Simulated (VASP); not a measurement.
# B17HN18 (a cell with a defect) in VASP: a series of runs, part 2 of 2

VASP 6.6.1. The steps go on from the part before.

## (3) Single point, r2SCAN, collinear spin

The input, POSCAR:

```
B17HN18
1.0
    7.4650312844      0.0000000000      0.0000000000
   -3.7325156422      6.4649067324      0.0000000000
    0.0000000000      0.0000000000      6.4954828762
B N H
17 18 1
Direct
    0.1125708066      0.2225530568      0.2493852828
    0.2231500332      0.1104910023      0.7518134748
    0.1123263156      0.5555855700      0.2490618284
    0.2275472363      0.4466345692      0.7489550079
    0.1122377421      0.8890222359      0.2493083224
    0.2229615853      0.7780147676      0.7495703800
    0.4459840069      0.2228760325      0.2492268791
    0.5554485277      0.1103213927      0.7520953661
    0.4460243377      0.5555384063      0.2491785633
    0.4458782094      0.8890494385      0.2494872469
    0.5587965941      0.7793286521      0.7487885129
    0.7790754122      0.2225551497      0.2493786472
    0.8911990756      0.1149629710      0.7496861860
    0.7785911367      0.5555369753      0.2493824082
    0.8860539843      0.4476246103      0.7483407568
    0.7789726288      0.8888687078      0.2491374349
    0.8883691579      0.7778197391      0.7478415043
    0.1134551467      0.2234517961      0.7499071239
    0.2230794336      0.1116402018      0.2498841173
    0.1125791607      0.5561842999      0.7491209493
    0.2230978895      0.4449584183      0.2490153545
    0.1122085678      0.8888024225      0.7496521474
    0.2231591692      0.7783409968      0.2492459532
    0.4394908204      0.2107632792      0.7558379004
    0.5565049484      0.1116573274      0.2497521915
    0.4443569432      0.5650414348      0.7479955149
    0.5563834342      0.4448732199      0.2490285191
    0.4456441821      0.8886975258      0.7500182872
    0.5565467865      0.7784155139      0.2492745414
    0.7787322462      0.2238385497      0.7503187547
    0.8898387222      0.1117068092      0.2493291638
    0.7863821250      0.5639336905      0.7450842634
    0.8898225661      0.4449806261      0.2491750426
    0.7816458286      0.8939932948      0.7489812379
    0.8898237027      0.7784219481      0.2487578126
    0.5241108800      0.3710752977      0.7544737259
```

The input, INCAR.step1:

```
PREC = Accurate ; ENCUT = 580
ISMEAR = -1 ; SIGMA = 0.01
LREAL = Auto ; LASPH = T
NELM = 200 ; ISPIN = 2
MAGMOM = 0 0 0 0.01 0 0 0 0 0 0 0 0 0 0 0.01 0 0 0 0 0.04 0 0.01 0 0 0 0.33 0 0.02 0 0 0 0.22 0 0.01 0 0 ; NUPDOWN = 1.0
NBANDS = 99 ; NELECT = 143.0
GGA = PE ; ALGO = Normal
EDIFF = 1E-5 ; LWAVE = T
LCHARG = F ; GGA_COMPAT = F
ISYM = -1
```

The input, INCAR.step2:

```
PREC = Accurate ; ENCUT = 580
EDIFF = 1E-6 ; ISMEAR = -1
SIGMA = 0.01 ; LREAL = Auto
LASPH = T ; NELM = 200
ALGO = Normal ; ISIF = 2
LWAVE = F ; LCHARG = F
ISPIN = 2 ; MAGMOM = 0 0 0 0.01 0 0 0 0 0 0 0 0 0 0 0.01 0 0 0 0 0.04 0 0.01 0 0 0 0.33 0 0.02 0 0 0 0.22 0 0.01 0 0
LORBIT = 11 ; NUPDOWN = 1.0
METAGGA = R2SCAN ; LMIXTAU = T
NBANDS = 99 ; NELECT = 143.0
ISTART = 1 ; GGA_COMPAT = F
ISYM = -1
```

The input, KPOINTS:

```
explicit points
1
Reciprocal
  0.25000000   0.25000000   0.25000000 1
```

Potentials or basis: VASP PAW PBE potentials, release 64 (B, N, H).

Launch:

```
$ cat potpaw_PBE.64/B/POTCAR potpaw_PBE.64/N/POTCAR potpaw_PBE.64/H/POTCAR > POTCAR
$ cp INCAR.step1 INCAR
$ mpirun -np 1 vasp_std > vasp.out
$ cp INCAR.step2 INCAR
$ mpirun -np 1 vasp_std > vasp.out
```

OUTCAR:

```text
PREC = Accurate
   ENCUT = 580
   EDIFF = 1E-6
   ISMEAR = -1
   LREAL = Auto
   LASPH = T
   NELM = 200
   ISIF = 2
   ISPIN = 2
   LORBIT = 11
   NUPDOWN = 1.0
   METAGGA = R2SCAN
   NELECT = 143.0
   ISTART = 1
   ISYM = -1

 ion  position               nearest neighbor table
   1  0.113  0.223  0.249-  19 1.43  21 1.44  31 1.44
   2  0.223  0.110  0.752-  24 1.40  22 1.43  18 1.44
   3  0.112  0.556  0.249-  21 1.43  33 1.44  23 1.44
   4  0.228  0.447  0.749-  26 1.40  18 1.44  20 1.45
   5  0.112  0.889  0.249-  23 1.43  35 1.44  19 1.44
   6  0.223  0.778  0.750-  22 1.43  20 1.43  28 1.44
[... 17 lines left out ...]
  24  0.439  0.211  0.756-  36 1.04   2 1.40   8 1.40
  25  0.557  0.112  0.250-   7 1.43  12 1.44  10 1.44
  26  0.444  0.565  0.748-  11 1.39   4 1.40
  27  0.556  0.445  0.249-   9 1.43   7 1.44  14 1.44
  28  0.446  0.889  0.750-   8 1.43  11 1.44   6 1.44
  29  0.557  0.778  0.249-  10 1.43  16 1.44   9 1.44
  30  0.779  0.224  0.750-  13 1.43   8 1.44  15 1.45
  31  0.890  0.112  0.249-  12 1.43   1 1.44  16 1.44
  32  0.786  0.564  0.745-  17 1.38  15 1.40
  33  0.890  0.445  0.249-  14 1.43  12 1.44   3 1.44
  34  0.782  0.894  0.749-  13 1.43  11 1.44  17 1.44
  35  0.890  0.778  0.249-  16 1.43   5 1.44  14 1.44
  36  0.524  0.371  0.754-  24 1.04

IMPORTANT INFORMATION: All symmetrisations will be switched off!
NOSYMM: (Re-)initialisation of all symmetry stuff for point group C_1.

----------------------------------------------------------------------------------------

                                     Primitive cell

  volume of cell :     313.4768

  direct lattice vectors                    reciprocal lattice vectors
     7.465031284  0.000000000  0.000000000     0.133957911  0.077340636  0.000000000
[... 172 lines left out ...]
      2     -16.2191      1.00000
      3     -16.1748      1.00000
      4     -15.8955      1.00000
      5     -15.4606      1.00000
      6     -15.0131      1.00000
[... 75 lines left out ...]
     82       9.3356      0.00000
     83       9.6923      0.00000
 Fermi energy:         2.7396796412

 spin component 2

 k-point     1 :       0.2500    0.2500    0.2500
  band No.  band energies     occupation
      1     -16.7381      1.00000
      2     -16.2182      1.00000
      3     -16.1747      1.00000
      4     -15.8423      1.00000
      5     -15.3834      1.00000
      6     -14.8919      1.00000
[... 75 lines left out ...]
     82       9.3418      0.00000
     83       9.6957      0.00000
 [bands above 83 left out]

------------------------ aborting loop because EDIFF is reached ----------------------------------------

  FORCE on cell =-STRESS in cart. coord.  units (eV):
  Direction    XX          YY          ZZ          XY          YZ          ZX
  --------------------------------------------------------------------------------------
  -------------------------------------------------------------------------------------
  Total       20.5500990     29.9382147     10.3787401      0.7305969     -0.1288151     -0.0628985
  in kB      105.0314022    153.0139912     53.0456627      3.7340752     -0.6583730     -0.3214738
  external PRESSURE =     103.6970187 kB  Pullay stress =       0.0000000 kB

 VOLUME and BASIS-vectors are now :
 -----------------------------------------------------------------------------
  energy-cutoff  :      580.00
  volume of cell :      313.48
      direct lattice vectors                 reciprocal lattice vectors
     7.465031284  0.000000000  0.000000000     0.133957911  0.077340636  0.000000000
    -3.732515642  6.464906732  0.000000000     0.000000000  0.154681273  0.000000000
     0.000000000  0.000000000  6.495482876     0.000000000  0.000000000  0.153953142

 POSITION                                       TOTAL-FORCE (eV/Angst)
 -----------------------------------------------------------------------------------
      0.00966      1.43878      1.61988         0.019467     -0.010929      0.002216
      1.25341      0.71431      4.88339         0.076002     -0.003971     -0.001568
     -1.23521      3.59181      1.61778        -0.007273     -0.012373      0.001389
      0.03158      2.88745      4.86482        -0.036228     -0.152167      0.005247
     -2.48043      5.74745      1.61938        -0.008397     -0.000446      0.001964
     -1.23954      5.02979      4.86882        -0.058009      0.008860      0.000410
[... 28 lines left out ...]
      3.73709      5.03243      1.61580        -0.009195      0.017481      0.004915
      2.52746      2.39897      4.90067         0.069778     -0.294131      0.002079
 -----------------------------------------------------------------------------------
    total drift:                                0.021873      0.015397     -0.005210

  FREE ENERGIE OF THE ION-ELECTRON SYSTEM (eV)
  ---------------------------------------------------
  free  energy   TOTEN  =      -333.5299490651 eV

  energy  without entropy=     -333.5299490651  energy(sigma->0) =     -333.52994907

 total charge

# of ion       s       p       d       tot
------------------------------------------
    1        0.759   1.432   0.000   2.190
    2        0.769   1.476   0.000   2.246
    3        0.759   1.429   0.000   2.188
    4        0.762   1.443   0.000   2.205
    5        0.759   1.430   0.000   2.188
    6        0.762   1.444   0.000   2.207
[... 28 lines left out ...]
   35        1.241   2.845   0.000   4.087
   36        0.592   0.108   0.000   0.700
--------------------------------------------------
tot         35.957  75.479   0.000 111.436

 magnetization (x)

# of ion       s       p       d       tot
------------------------------------------
    1       -0.000  -0.000   0.000  -0.000
    2        0.001   0.001   0.000   0.002
    3        0.000   0.000   0.000   0.000
    4        0.001   0.008   0.000   0.009
    5        0.000   0.000   0.000   0.000
    6       -0.001  -0.003   0.000  -0.004
[... 28 lines left out ...]
   35       -0.000  -0.000   0.000  -0.000
   36       -0.000   0.001   0.000   0.001
--------------------------------------------------
tot          0.066   0.753   0.000   0.819
```

OUTCAR.step1:

```text
PREC = Accurate
   ENCUT = 580
   ISMEAR = -1
   LREAL = Auto
   LASPH = T
   NELM = 200
[... 426 lines left out ...]
     -2.48043      5.74745      1.61938        -0.000411      0.005372      0.001619
     -1.23954      5.02979      4.86882        -0.008722      0.001458      0.000434
[... 28 lines left out ...]
      3.73709      5.03243      1.61580        -0.002619     -0.004012      0.003708
      2.52746      2.39897      4.90067        -0.006246     -0.000726      0.000165
 -----------------------------------------------------------------------------------
    total drift:                                0.021758      0.014962     -0.006513

  FREE ENERGIE OF THE ION-ELECTRON SYSTEM (eV)
  ---------------------------------------------------
  free  energy   TOTEN  =      -303.2007874674 eV

  energy  without entropy=     -303.2007874674  energy(sigma->0) =     -303.20078747
```

It took 5.8 min on 1 thread of AMD EPYC 9R45 (Zen 5), shared host; peak memory 0.66 GiB.

Results:

- Free energy: -333.5299 eV
- Largest force: 0.302 eV/Å
- Net moment: 1.00 μB per cell
- Site moments: B -0.00, +0.00, +0.01, -0.01 (each value once); N +0.01, -0.00, +0.05, +0.02, +0.00, +0.42, +0.03, +0.27 (each value once); H +0.00 μB
- Valence electrons inside the program's atomic spheres: B 2.19, 2.25, 2.21, 2.24, 2.18, 2.20 (each value once); N 4.08, 4.09, 4.05, 4.12, 3.93, 3.96 (each value once); H 0.70

Forces on the atoms (eV/Å):
```
B    0.019 -0.011  0.002
B    0.076 -0.004 -0.002
B   -0.007 -0.012  0.001
B   -0.036 -0.152  0.005
B   -0.008  0.000  0.002
B   -0.058  0.009  0.000
B    0.007  0.026  0.004
B   -0.052  0.058 -0.004
B    0.041 -0.020 -0.001
B    0.007  0.007  0.001
B    0.133  0.096 -0.001
B   -0.002  0.011  0.003
B   -0.045 -0.008  0.002
B   -0.010 -0.015 -0.003
B   -0.123  0.094 -0.003
B    0.026 -0.015  0.000
B    0.051 -0.164 -0.006
N    0.007  0.039  0.000
N   -0.016 -0.002 -0.003
N    0.122  0.009 -0.007
N   -0.014  0.005  0.002
N    0.021  0.065  0.001
N   -0.001  0.000  0.003
N   -0.043  0.147 -0.015
N    0.005 -0.012 -0.002
N   -0.167  0.146 -0.003
N   -0.018  0.002  0.003
N    0.040 -0.048 -0.002
N   -0.013  0.008  0.002
N    0.033 -0.039 -0.005
N   -0.007  0.005  0.001
N    0.007  0.064  0.020
N    0.009 -0.003  0.001
N   -0.045 -0.009 -0.004
N   -0.009  0.017  0.005
H    0.070 -0.294  0.002
```

Caveat: the cell carries a net charge on a neutralising background, which shifts energy and pressure; the cell is charged against a uniform background, so pressure and absolute levels hang on convention; the PAW data sets were made with another functional, which shifts forces and pressure a little; the total moment is fixed, so each spin has its own Fermi level and the state may be an excited one.
